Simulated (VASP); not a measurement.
**Rh: single point with revPBE**

Crystal: Rh.

```
Rh
1.0
     4.52598    0.00000    0.00000
    -2.26299    3.91961    0.00000
     0.00000    0.00000    2.77839
Rh
3
Direct
  0.00000 0.00000 0.00000
  0.33333 0.66667 0.50000
  0.66667 0.33333 0.50000
```

This isn't the form of Rh at room conditions, which is fcc.

```yaml
Program: VASP 6.6.1
Task: single point
Functional: revPBE
Potentials_or_basis: VASP PAW PBE potentials, release 64 (Rh_pv)
Cutoff: 520 eV
k_mesh: 10 × 10 × 13
Occupations: fermi-dirac, width 0.1 eV
Spin: no spin polarisation
Dipole_correction: no
Further_INCAR_settings: ALGO = Normal; EDIFF = 1e-07; NBANDS = 30
```

```
Pressure               : -18.8 GPa
Band gap on the k mesh : zero (an odd number of electrons rules out a gap without spin polarisation)
```

Stress tensor (GPa, compression positive):
```
-19.06   0.00   0.00
  0.00 -19.06   0.00
  0.00   0.00 -18.14
```

Levels at points of the mesh, in eV from the Fermi level:
```csv
k point,band 19,band 20,band 21,band 22,band 23,band 24,band 25,band 26,band 27,band 28
"(0.00, 0.00, 0.00)",-1.91,-1.28,-1.28,-1.21,-1.21,0.57,0.57,7.47,7.47,7.50
"(0.50, 0.00, 0.00)",-1.10,-1.05,-0.18,0.04,0.07,0.08,0.37,0.62,1.33,7.62
```

Wall time 2.9 min on 1 thread of Intel Xeon 8259CL, with other jobs on the host, peak memory 0.25 GiB.

Caveat: the cell stands under tension; the PAW data sets were made with another functional, which shifts forces and pressure a little.
